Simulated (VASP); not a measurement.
Set up this calculation in VASP 6.6.1, as the native input.

```yaml
Task: single point
Functional: r2SCAN
Potentials_or_basis: VASP PAW PBE potentials, release 64 (W_sv, S)
Cutoff: 520 eV
k_mesh: 12 × 12 × 4
Occupations: gaussian, width 0.02 eV
Spin: no spin polarisation
Dipole_correction: no
Further_INCAR_settings: ALGO = Normal; EDIFF = 1e-06; NBANDS = 35
```

The system is WS2.

```
W S
1.0
     3.18193    0.00000    0.00000
    -1.59096    2.75563    0.00000
     0.00000    0.00000   13.06089
W S
2 4
Direct
  0.33333 0.66667 0.25000
  0.66667 0.33333 0.75000
  0.33333 0.66667 0.63059
  0.66667 0.33333 0.13059
  0.33333 0.66667 0.86941
  0.66667 0.33333 0.36941
```

One way to write it, as run:

POSCAR

```
WS2
1.0
    3.1819287585      0.0000000000      0.0000000000
   -1.5909643793      2.7556311379      0.0000000000
    0.0000000000      0.0000000000     13.0608875091
W S
2 4
Direct
    0.3333333333      0.6666666667      0.2500000000
    0.6666666667      0.3333333333      0.7500000000
    0.3333333333      0.6666666667      0.6305920623
    0.6666666667      0.3333333333      0.1305920623
    0.3333333333      0.6666666667      0.8694079377
    0.6666666667      0.3333333333      0.3694079377
```

INCAR.step1

```
  ALGO = Normal
  EDIFF = 1E-4
  ENCUT = 520
  GGA = PE
  ISMEAR = 0
  LASPH = T
  LCHARG = F
  LREAL = F
  LWAVE = T
  NBANDS = 35
  NELM = 80
  PREC = Accurate
  SIGMA = 0.02
```

INCAR.step2

```
  ALGO = Normal
  EDIFF = 1E-6
  ENCUT = 520
  ISIF = 2
  ISMEAR = 0
  ISTART = 1
  LASPH = T
  LCHARG = F
  LMIXTAU = T
  LREAL = F
  LWAVE = F
  METAGGA = R2SCAN
  NBANDS = 35
  NELM = 80
  PREC = Accurate
  SIGMA = 0.02
```

KPOINTS

```
k-points
0
Gamma
  12 12 4
```

Potentials or basis: VASP PAW PBE potentials, release 64 (W_sv, S).

Launch:

```console
$ cat potpaw_PBE.64/W_sv/POTCAR potpaw_PBE.64/S/POTCAR > POTCAR
$ cp INCAR.step1 INCAR
$ mpirun -np 1 vasp_std > vasp.out
$ cp INCAR.step2 INCAR
$ mpirun -np 1 vasp_std > vasp.out
```

It gave:

```json
{"Pressure": "0.1 GPa", "Largest force": "0.017 eV/Å", "Band gap on the k mesh": "1.38 eV (least direct gap 1.88 eV)"}
```

Caveat: the PAW data sets were made with another functional, which shifts forces and pressure a little; spin-orbit coupling is left out, which moves the levels of the heavy elements.

Run time: 6 min on 1 thread of AMD EPYC 9R45 96-Core Processor (Zen 5), on a shared host, peak memory 0.32 GiB.
